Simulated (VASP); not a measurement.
N2: single point with PBEsol

The system is N2, in a box.

```xyz
2
Lattice="12.0000 0.0000 0.0000 0.0000 12.3000 0.0000 0.0000 0.0000 12.6000" Properties=species:S:1:pos:R:3 pbc="T T T"
N     6.0000    6.1500    5.7500
N     6.0000    6.1500    6.8500
```

| Property | Result |
| --- | --- |
| Program | VASP 6.6.1 |
| Task | single point |
| Functional | PBEsol |
| Potentials or basis | VASP PAW PBE potentials, release 64 (N_h) |
| Cutoff | 1000 eV |
| k mesh | 1 × 1 × 1 |
| Occupations | fermi-dirac, width 0.01 eV |
| Spin | no spin polarisation |
| Dipole correction | no |
| Further INCAR settings | ALGO = Normal; EDIFF = 1e-06; NBANDS = 12; NELMDL = -8 |

```
Largest force                   : 0.199 eV/Å
Gap between the frontier levels : 8.24 eV
```

Forces on the atoms (eV/Å):
```
N    0.000  0.000 -0.199
N    0.000  0.000  0.199
```

Levels at points of the mesh, in eV from the valence-band top:
```tsv
k point	band 2	band 3	band 4	band 5	band 6	band 7	band 8	band 9
(0.00, 0.00, 0.00)	-3.22	-1.43	-1.43	0.00	8.24	8.24	9.98	10.87
```

It took 2.8 min on 1 thread of AMD EPYC 9R45 96-Core Processor (Zen 5), on a shared host, peak memory 3 GiB.

Caveat: the PAW data sets were made with another functional, which shifts forces and pressure a little.
